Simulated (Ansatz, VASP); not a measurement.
Two plane-wave programs on Ir

The input INCAR:

```
SYSTEM = Ir
  ALGO = Normal
  EDIFF = 1E-6
  ENCUT = 560
  GGA_COMPAT = .FALSE.
  ISIF = 2
  ISMEAR = -1
  LASPH = .TRUE.
  LCHARG = .TRUE.
  LELF = .TRUE.
  LREAL = .FALSE.
  LVHAR = .TRUE.
  LWAVE = .FALSE.
  NBANDS = 42
  NELM = 120
  PREC = Accurate
  SIGMA = 0.1
```

File KPOINTS:

```
k-points
0
G
  15 15 4
  0 0 0
```

The input POSCAR:

```
Ir
1.0
    2.7324894407      0.0000000000      0.0000000000
   -1.3662447203      2.3664052712      0.0000000000
    0.0000000000      0.0000000000      8.9271310234
Ir
4
Direct
    1.0000000000      1.0000000000      1.0000000000
    1.0000000000      1.0000000000      0.5000000000
    0.3333333333      0.6666666667      0.2500000000
    0.6666666667      0.3333333333      0.7500000000
```

Input for Ansatz:

```yaml
crystal:
  lattice:
    - [2.7324894407, 0.0, 0.0]
    - [-1.3662447203, 2.3664052712, 0.0]
    - [0.0, 0.0, 8.9271310234]
  atoms:
    - { symbol: Ir, position: [1.0, 1.0, 1.0] }
    - { symbol: Ir, position: [1.0, 1.0, 0.5] }
    - { symbol: Ir, position: [0.3333333333, 0.6666666667, 0.25] }
    - { symbol: Ir, position: [0.6666666667, 0.3333333333, 0.75] }
hamiltonian:
  xc: lda
  pseudopotentials:
    kind: paw
    azcp:
      Ir: "pseudopotentials/Ir.paw.azcp"
basis:
  ecutwfc: 420
  fft_grid_basis: typed
kpoints:
  mp_grid: { grid: [15, 15, 4], shift: [0, 0, 0] }
magnetization:
  spin_polarized: false
scf:
  occupations: { method: fermi_dirac, width: 0.1 }
  lower_state_search: "off"
output:
  stress: true
  write_density: true
  write_potential: true
  elf: true
  volumetric_format: npy
```

Alike in both runs: task single point; functional LDA; k mesh 15 × 15 × 4; occupations fermi-dirac, width 0.1 eV; no spin polarisation.

|  | VASP | Ansatz |
| --- | --- | --- |
| version | VASP 6.6.1 | Ansatz 0.2.0 |
| potentials or method | VASP PAW LDA potentials, release 64 (Ir_sv_GW), cutoff 560 eV | plane waves (420 eV) with PAW, scalar-relativistic |
| valence electrons in the cell | 68 | 68 |

|  | VASP | Ansatz | Ansatz less VASP |
| --- | --- | --- | --- |
| pressure (GPa) | -14.9 | -14.4 | +0.46 |
| traceless stress, the component that is largest in VASP (GPa) | -0.05 | -0.04 | +0.009 |

Ansatz warns that its potentials were made for another functional, while VASP's fit it. LDA's correlation is that of Perdew and Zunger in VASP and of Perdew and Wang (1992) in Ansatz.

Spin-orbit coupling is off throughout.
